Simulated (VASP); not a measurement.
# C (P6_3/mmc) in VASP: notebook

The runs below take C through single point, with PBEsol+D3(BJ).

Everything below comes from runs of VASP 6.6.1. Logs are shortened: lines on timing, memory, paths and dates and some standing lists are left out, and cuts for length are marked.

### 1 The cell of the first run

Symmetry: P6_3/mmc, No. 194, hexagonal system. Conventional cell: a = 2.417 Å, b = 2.417 Å, c = 7.298 Å, α = 90.00°, β = 90.00°, γ = 120.00°. Within 1.9 Å of C (site symmetry -6m2) lie 3 C at 1.40 Å. C (site symmetry -6m2) has 3 C at 1.40 Å within 1.9 Å.

### 2 Single point, PBEsol+D3(BJ) (9.23 Å³/atom)

INCAR reads:

```
  PREC = Accurate
  ENCUT = 520
  EDIFF = 1E-6
  ISMEAR = 0
  SIGMA = 0.15
  LREAL = F
  LASPH = T
  NELM = 60
  ALGO = Normal
  ISIF = 2
  LWAVE = F
  LCHARG = F
  GGA = PS
  IVDW = 12
  NBANDS = 16
```

KPOINTS reads:

```
Automatic mesh
0
Gamma
  21 21 8
```

POSCAR reads:

```
C
1.0
    2.4165418039      0.0000000000      0.0000000000
   -1.2082709020      2.0927865915      0.0000000000
    0.0000000000      0.0000000000      7.2979562478
C
4
Direct
    0.0000000000      0.0000000000      0.0025000000
    0.0000000000      0.0000000000      0.5025000000
    0.3333333333      0.6666666667      0.0025000000
    0.6666666667      0.3333333333      0.5025000000
```

Potentials or basis: VASP PAW PBE potentials, release 64 (C).

Run with:

```bash
cat potpaw_PBE.64/C/POTCAR > POTCAR
mpirun -np 1 vasp_std > vasp.out
```

OUTCAR:

```text
PREC = Accurate
   ENCUT = 520
   EDIFF = 1E-6
   ISMEAR = 0
   LREAL = F
   LASPH = T
   NELM = 60
   ISIF = 2
   GGA = PS
   IVDW = 12
 IVDW          = 12

 ion  position               nearest neighbor table
   1  0.000  0.000  0.002-   3 1.40   3 1.40   3 1.40
   2  0.000  0.000  0.502-   4 1.40   4 1.40   4 1.40
   3  0.333  0.667  0.002-   1 1.40   1 1.40   1 1.40
   4  0.667  0.333  0.502-   2 1.40   2 1.40   2 1.40

  LATTYP: Found a hexagonal cell.
 ALAT       =     2.4165418039
 C/A-ratio  =     3.0200000000

  Lattice vectors:

 A1 = (   2.4165418039,   0.0000000000,   0.0000000000)
 A2 = (  -1.2082709020,   2.0927865915,   0.0000000000)
 A3 = (   0.0000000000,   0.0000000000,   7.2979562478)

Analysis of symmetry for initial positions (statically):
=====================================================================
 Subroutine PRICEL returns:
 Original cell was already a primitive cell.

 Routine SETGRP: Setting up the symmetry group for a
 hexagonal supercell.

 Subroutine GETGRP returns: Found 24 space group operations
 (whereof  6 operations were pure point group operations)
 out of a pool of 24 trial point group operations.

The static configuration has the point symmetry C_3v.
 The point group associated with its full space group is D_6h.

Analysis of symmetry for dynamics (positions and initial velocities):
=====================================================================
 Subroutine PRICEL returns:
 Original cell was already a primitive cell.

 Routine SETGRP: Setting up the symmetry group for a
 hexagonal supercell.

 Subroutine GETGRP returns: Found 24 space group operations
 (whereof  6 operations were pure point group operations)
 out of a pool of 24 trial point group operations.

The dynamic configuration has the point symmetry C_3v.
 The point group associated with its full space group is D_6h.

 Subroutine INISYM returns: Found 24 space group operations
 (whereof  6 operations are pure point group operations),
 and found     1 'primitive' translations

----------------------------------------------------------------------------------------

                                     Primitive cell

  volume of cell :      36.9080

  direct lattice vectors                    reciprocal lattice vectors
     2.416541804  0.000000000  0.000000000     0.413814484  0.238915904  0.000000000
    -1.208270902  2.092786591  0.000000000     0.000000000  0.477831808  0.000000000
     0.000000000  0.000000000  7.297956248     0.000000000  0.000000000  0.137024664

  length of vectors
     2.416541804  2.416541804  7.297956248     0.477831808  0.477831808  0.137024664

  position of ions in fractional coordinates (direct lattice)
     0.000000000  0.000000000  0.002500000
     0.000000000  0.000000000  0.502500000
     0.333333333  0.666666667  0.002500000
     0.666666667  0.333333333  0.502500000

  ion indices of the primitive-cell ions
   primitive index   ion index
                 1           1
                 2           2
                 3           3
                 4           4

----------------------------------------------------------------------------------------

 KPOINTS: Automatic mesh

Automatic generation of k-mesh.
 Grid dimensions read from file:
 generate k-points for:   21   21    8

 Generating k-lattice:

  Cartesian coordinates                     Fractional coordinates (reciprocal lattice)
     0.019705452  0.011376948  0.000000000     0.047619048  0.000000000  0.000000000
     0.000000000  0.022753896  0.000000000     0.000000000  0.047619048  0.000000000
     0.000000000  0.000000000  0.017128083     0.000000000  0.000000000  0.125000000

  Length of vectors
     0.022753896  0.022753896  0.017128083

  Shift w.r.t. Gamma in fractional coordinates (k-lattice)
     0.000000000  0.000000000  0.000000000

 Subroutine IBZKPT returns following result:
 ===========================================

 Found    240 irreducible k-points:

 Following reciprocal coordinates:
            Coordinates               Weight
  0.000000  0.000000  0.000000      1.000000
  0.047619 -0.000000  0.000000      6.000000
  0.095238  0.000000  0.000000      6.000000
  0.142857  0.000000  0.000000      6.000000
  0.190476  0.000000  0.000000      6.000000
  0.238095 -0.000000  0.000000      6.000000
[... 16 lines left out ...]
  0.142857  0.095238  0.000000     12.000000
  0.190476  0.095238  0.000000     12.000000
 [... further k-points ...]
   k-points           NKPTS =    240   k-points in BZ     NKDIM =    240   number of bands    NBANDS=     16
   number of dos      NEDOS =    301   number of ions     NIONS =      4
   total plane-waves  NPLWV =  17496
   dimension x,y,z NGX =    18 NGY =   18 NGZ =   54
   dimension x,y,z NGXF=    36 NGYF=   36 NGZF=  108
   ions per type =               4
   NGX,Y,Z   is equivalent  to a cutoff of  12.38, 12.38, 12.30 a.u.
   NGXF,Y,Z  is equivalent  to a cutoff of  24.77, 24.77, 24.60 a.u.
 SYSTEM =  unknown system
   PREC   = accura    normal or accurate (medium, high low for compatibility)
   ISTART =      0    job   : 0-new  1-cont  2-samecut
   ICHARG =      2    charge: 1-file 2-atom 10-const
   ISPIN  =      1    spin polarized calculation?
   LNONCOLLINEAR =      F non collinear calculations
   LSORBIT =      F    spin-orbit coupling
   LASPH  =      T    aspherical Exc in radial PAW
   ENCUT  =  520.0 eV  38.22 Ry    6.18 a.u.   4.49  4.49 13.57*2*pi/ulx,y,z
   NELM   =     60;   NELMIN=  2; NELMDL= -5     # of ELM steps
   EDIFF  = 0.1E-05   stopping-criterion for ELM
   LREAL  =      F    real-space projection
   EDIFFG = 0.1E-04   stopping-criterion for IOM
   NSW    =      0    number of steps for IOM
   IBRION =     -1    ionic relax: 0-MD 1-quasi-New 2-CG
   NFREE  =      0    steps in history (QN), initial steepest desc. (CG)
   ISIF   =      2    stress and relaxation
   ISYM   =      2    0-nonsym 1-usesym 2-fastsym
   POTIM  = 0.5000    time-step for ionic-motion
   TEBEG  =    0.0;   TEEND  =   0.0 temperature during run
   PSTRESS=    0.0 pullay stress
   NELECT =      16.0000    total number of electrons
   NUPDOWN=      -1.0000    fix difference up-down
   EMIN   =  10.00;   EMAX   =-10.00  energy-range for DOS
   EFERMI =   0.00;   METHOD = LEGACY
   ISMEAR =     0;   SIGMA  =   0.15  broadening in eV -4-tet -1-fermi 0-gaus
   EFERMI_NEDOS =   21; number of points for ismear=-14 and -15
   IALGO  =     38    algorithm
   IMIX   =      4    mixing-type and parameters
     AMIX     =   0.40;   BMIX     =  1.00
     AMIX_MAG =   1.60;   BMIX_MAG =  1.00
  volume/ion in A,a.u.               =       9.23        62.27
  Fermi-wavevector in a.u.,A,eV,Ry     =   1.239010  2.341389 20.886911  1.535145
  Thomas-Fermi vector in A             =   2.373511
   LORBIT       =      0    0 simple, 1 ext, 2 COOP (PROOUT), +10 PAW based schemes
   GGA     = PS    functional components
   LHFCALC =     F    Hartree Fock is set to
   AEXX    =    0.0000 exact exchange contribution
   IVDW    =    12    specifies the selected vdW correction
   LEPSILON=     F    determine dielectric tensor
   LRPA    =     F    only Hartree local field effects (RPA)
 non-spin polarized calculation
 Gauss-broadening in eV      SIGMA  =   0.15
  energy-cutoff  :      520.00
  volume of cell :       36.91
 maximum number of plane-waves:      1018
 NGX is ok and might be reduce to    18
   NGX =  9   NGY =  9   NGZ = 27

 number of electron      16.0000001 magnetization

 Free energy of the ion-electron system (eV)
  ---------------------------------------------------
  ext. energy  EPLUGINS =         0.00000000
  ---------------------------------------------------
  free energy    TOTEN  =       -38.48577167 eV

  energy without entropy =      -38.48483280  energy(sigma->0) =      -38.48530224

 E-fermi :   4.2421     XC(G=0): -10.0622

 val. band max:        4.2401429885   @ k =   0.3333   0.3333   0.5000
 cond. band min:       4.2421319752   @ k =   0.3333   0.3333   0.2500
 fundamental gap:      0.0019889867
 Fermi energy:         4.2420642830

 k-point     1 :       0.0000    0.0000    0.0000
  band No.  band energies     occupation
      1     -15.7916      2.00000
      2     -15.6402      2.00000
      3      -4.4141      2.00000
      4      -3.1613      2.00000
      5       1.2797      2.00000
      6       1.2797      2.00000
[... 8 lines left out ...]
     15      16.4104      0.00000
     16      16.5133      0.00000

 k-point     2 :       0.0476   -0.0000    0.0000
  band No.  band energies     occupation
      1     -15.7357      2.00000
      2     -15.5849      2.00000
      3      -4.3454      2.00000
      4      -3.0954      2.00000
      5       1.0533      2.00000
      6       1.0623      2.00000
[... 8 lines left out ...]
     15      16.2009      0.00000
     16      16.3110      0.00000

 k-point     3 :       0.0952    0.0000    0.0000
  band No.  band energies     occupation
      1     -15.5684      2.00000
      2     -15.4193      2.00000
      3      -4.1398      2.00000
      4      -2.8984      2.00000
      5       0.4174      2.00000
      6       0.4321      2.00000
[... 8 lines left out ...]
     15      15.5975      0.00000
     16      15.7334      0.00000

 k-point     4 :       0.1429    0.0000    0.0000
  band No.  band energies     occupation
      1     -15.2901      2.00000
      2     -15.1439      2.00000
      3      -3.7987      2.00000
      4      -2.5723      2.00000
      5      -0.5277      2.00000
      6      -0.5053      2.00000
[... 8 lines left out ...]
     15      14.9837      0.00000
     16      15.0047      0.00000
[... 324 lines left out ...]
 k-point    22 :       0.0952    0.0952    0.0000
  band No.  band energies     occupation
      1     -15.1235      2.00000
      2     -14.9791      2.00000
      3      -3.5949      2.00000
      4      -2.3777      2.00000
      5      -0.8672      2.00000
      6      -0.8531      2.00000
[... 8 lines left out ...]
     15      15.0540      0.00000
     16      15.0847      0.00000

 k-point    23 :       0.1429    0.0952    0.0000
  band No.  band energies     occupation
      1     -14.7360      2.00000
      2     -14.5955      2.00000
      3      -3.1227      2.00000
      4      -1.9281      2.00000
      5      -1.8352      2.00000
      6      -1.8126      2.00000
[... 8 lines left out ...]
     15      15.8854      0.00000
     16      15.9397      0.00000

 k-point    24 :       0.1905    0.0952    0.0000
  band No.  band energies     occupation
      1     -14.2403      2.00000
      2     -14.1048      2.00000
      3      -2.9735      2.00000
      4      -2.9385      2.00000
      5      -2.5228      2.00000
      6      -1.3683      2.00000
[... 8 lines left out ...]
     15      16.9492      0.00000
     16      17.0750      0.00000

 [... further k-points ...]

------------------------ aborting loop because EDIFF is reached ----------------------------------------

 Edisp (eV)   -0.40106

 E8    (eV) :    -0.1946

  FORCE on cell =-STRESS in cart. coord.  units (eV):
  Direction    XX          YY          ZZ          XY          YZ          ZX
  --------------------------------------------------------------------------------------
  -------------------------------------------------------------------------------------
  Total       5.43245     5.43245    -0.47290    -0.00000     0.00000     0.00000
  in kB     235.82294   235.82294   -20.52850    -0.00000     0.00000     0.00000
  external pressure =      150.37 kB  Pullay stress =        0.00 kB

 VOLUME and BASIS-vectors are now :
 -----------------------------------------------------------------------------
  energy-cutoff  :      520.00
  volume of cell :       36.91
      direct lattice vectors                 reciprocal lattice vectors
     2.416541804  0.000000000  0.000000000     0.413814484  0.238915904  0.000000000
    -1.208270902  2.092786591  0.000000000     0.000000000  0.477831808  0.000000000
     0.000000000  0.000000000  7.297956248     0.000000000  0.000000000  0.137024664

 POSITION                                       TOTAL-FORCE (eV/Angst)
 -----------------------------------------------------------------------------------
      0.00000      0.00000      0.01824        -0.000000      0.000000      0.000000
      0.00000      0.00000      3.66722        -0.000000     -0.000000      0.000000
     -0.00000      1.39519      0.01824        -0.000000      0.000000     -0.000000
      1.20827      0.69760      3.66722         0.000000     -0.000000     -0.000000
 -----------------------------------------------------------------------------------
    total drift:                               -0.000000     -0.000000      0.000017

  FREE ENERGIE OF THE ION-ELECTRON SYSTEM (eV)
  ---------------------------------------------------
  free  energy   TOTEN  =       -38.8868336464 eV

  energy  without entropy=      -38.8858947767  energy(sigma->0) =      -38.88636421
```

Run time: 2.1 min. Hardware: 1 thread of Intel Xeon 8259CL, shared host; peak memory 0.23 GiB.

What came out:

* Free energy: -38.8868 eV
* Pressure: 15.0 GPa
* Band gap on the k mesh: zero (bands 8 and 9 overlap by 0.01 eV)
* Dispersion energy per atom: -0.100 eV

Stress tensor (GPa, compression positive):
```
23.58  0.00  0.00
 0.00 23.58  0.00
 0.00  0.00 -2.05
```

Caveat: the cell stands under pressure; the PAW data sets were made with another functional, which shifts forces and pressure a little.

### 3 Single point, PBEsol+D3(BJ) (9.23 Å³/atom)

INCAR reads:

```
ALGO = Normal ; EDIFF = 1E-6
ENCUT = 520 ; GGA = PS
ISIF = 2 ; ISMEAR = 0
IVDW = 12 ; LASPH = True
LCHARG = True ; LELF = True
LREAL = False ; LVHAR = True
LWAVE = False ; NBANDS = 16
NELM = 100 ; PREC = Accurate
SIGMA = 0.15
```

KPOINTS reads:

```
k-points
0
Gamma
  21 21 8
```

POSCAR reads:

```
C
1.0
    2.6188069288      0.0000000000      0.0000000000
   -1.3094034644      2.2679533279      0.0000000000
    0.0000000000      0.0000000000      6.2141669614
C
4
Direct
    0.0000000000      0.0000000000      0.0025000000
    0.0000000000      0.0000000000      0.5025000000
    0.3333333333      0.6666666667      0.0025000000
    0.6666666667      0.3333333333      0.5025000000
```

Potentials or basis: VASP PAW PBE potentials, release 64 (C).

Run with:

```bash
cat potpaw_PBE.64/C/POTCAR > POTCAR
mpirun -np 1 vasp_std > vasp.out
```

OUTCAR:

```text
EDIFF = 1E-6
   ENCUT = 520
   GGA = PS
   ISIF = 2
   ISMEAR = 0
   IVDW = 12
   LASPH = True
   LREAL = False
   NELM = 100
   PREC = Accurate
 IVDW          = 12

 ion  position               nearest neighbor table
   1  0.000  0.000  0.002-   3 1.51   3 1.51   3 1.51
   2  0.000  0.000  0.502-   4 1.51   4 1.51   4 1.51
   3  0.333  0.667  0.002-   1 1.51   1 1.51   1 1.51
   4  0.667  0.333  0.502-   2 1.51   2 1.51   2 1.51

  LATTYP: Found a hexagonal cell.
[... 658 lines left out ...]

 E8    (eV) :    -0.2147

  FORCE on cell =-STRESS in cart. coord.  units (eV):
  Direction    XX          YY          ZZ          XY          YZ          ZX
  --------------------------------------------------------------------------------------
  -------------------------------------------------------------------------------------
  Total     -15.24685   -15.24685     0.68230    -0.00000    -0.00000     0.00000
  in kB    -661.86630  -661.86630    29.61876    -0.00000    -0.00000     0.00000
  external pressure =     -431.37 kB  Pullay stress =        0.00 kB

 VOLUME and BASIS-vectors are now :
 -----------------------------------------------------------------------------
  energy-cutoff  :      520.00
  volume of cell :       36.91
      direct lattice vectors                 reciprocal lattice vectors
     2.618806929  0.000000000  0.000000000     0.381853274  0.220463091  0.000000000
    -1.309403464  2.267953328  0.000000000     0.000000000  0.440926181  0.000000000
     0.000000000  0.000000000  6.214166961     0.000000000  0.000000000  0.160922615

 POSITION                                       TOTAL-FORCE (eV/Angst)
 -----------------------------------------------------------------------------------
      0.00000      0.00000      0.01554         0.000000      0.000000     -0.000000
      0.00000      0.00000      3.12262        -0.000000     -0.000000      0.000000
     -0.00000      1.51197      0.01554         0.000000      0.000000      0.000000
      1.30940      0.75598      3.12262        -0.000000     -0.000000      0.000000
 -----------------------------------------------------------------------------------
    total drift:                                0.000000      0.000000     -0.000000

  FREE ENERGIE OF THE ION-ELECTRON SYSTEM (eV)
  ---------------------------------------------------
  free  energy   TOTEN  =       -37.9889003981 eV

  energy  without entropy=      -37.9880131991  energy(sigma->0) =      -37.98845680
```

stdout:

```text
POSCAR found type information on POSCAR C
 POSCAR found :  1 types and       4 ions
 scaLAPACK will be used
 -----------------------------------------------------------------------------
|                                                                             |
|                                                                             |
|     You enforced a specific xc type in the INCAR file but a different       |
|     I HOPE YOU KNOW WHAT YOU ARE DOING!                                     |
|                                                                             |
 -----------------------------------------------------------------------------

 LDA part: xc-table for (Slater+PW92), standard interpolation
 POSCAR, INCAR and KPOINTS ok, starting setup
 FFT: planning ... GRIDC
 FFT: planning ... GRID_SOFT
 FFT: planning ... GRID
 WAVECAR not read
 entering main loop
```

Wall time 2.3 min (1 thread of Intel Xeon 8259CL, shared host); peak memory 0.23 GiB.

What came out:

```
Free energy                : -37.9889 eV
Pressure                   : -43.1 GPa
Band gap on the k mesh     : zero (bands 8 and 9 overlap by 0.08 eV)
Dispersion energy per atom : -0.111 eV
```

Levels at points of the mesh, in eV from the Fermi level:
```
           k point  band 4  band 5  band 6  band 7  band 8  band 9  band 10  band 11  band 12  band 13
(0.00, 0.00, 0.00)   -4.77   -2.98   -2.98   -2.93   -2.93    5.56     7.19     7.19     7.31     7.31
(0.00, 0.00, 0.50)   -6.48   -2.96   -2.96   -2.96   -2.96    7.24     7.24     7.24     7.24     8.78
```

Caveat: the cell stands under tension; the PAW data sets were made with another functional, which shifts forces and pressure a little.

### 4 Single point, PBEsol+D3(BJ) (9.23 Å³/atom)

INCAR reads:

```
PREC = Accurate
ENCUT = 520
EDIFF = 1E-7
ISMEAR = 0
SIGMA = 0.15
LREAL = F
LASPH = T
NELM = 60
ALGO = Normal
ISIF = 2
LWAVE = F
LCHARG = T
GGA = PS
IVDW = 12
LELF = T
LVHAR = T
NBANDS = 16
```

KPOINTS reads:

```
regular mesh
0
Gamma
  21 21 8
```

POSCAR reads:

```
C
1.0
    2.5770245180      0.0000000000      0.0000000000
   -1.2885122590      2.2317686988      0.0000000000
    0.0000000000      0.0000000000      6.4173064548
C
4
Direct
    0.0000000000      0.0000000000      0.0025000000
    0.0000000000      0.0000000000      0.5025000000
    0.3333333333      0.6666666667      0.0025000000
    0.6666666667      0.3333333333      0.5025000000
```

Run with:

```bash
cat potpaw_PBE.64/C/POTCAR > POTCAR
mpirun -np 1 vasp_std > vasp.out
```

Run time: 2.3 min. Hardware: 1 thread of Intel Xeon 8259CL, shared host; peak memory 0.23 GiB.

It converged, with:

```yaml
Free_energy: -38.4398 eV
Pressure: -33.8 GPa
Band_gap_on_the_k_mesh: zero (bands 8 and 9 overlap by 0.06 eV)
Dispersion_energy_per_atom: -0.110 eV
```

Stress tensor (GPa, compression positive):
```
-51.28   0.00   0.00
  0.00 -51.28   0.00
  0.00   0.00   1.19
```

Levels at points of the mesh, in eV from the Fermi level:
```csv
k point,band 4,band 5,band 6,band 7,band 8,band 9,band 10,band 11,band 12,band 13
"(0.00, 0.00, 0.00)",-5.33,-2.99,-2.99,-2.95,-2.95,5.00,7.47,7.47,7.56,7.56
"(0.00, 0.00, 0.50)",-6.79,-2.97,-2.97,-2.97,-2.97,7.52,7.52,7.52,7.52,8.03
```

Caveat: the cell stands under tension; the PAW data sets were made with another functional, which shifts forces and pressure a little.

(Continued in part 2 of 2.)
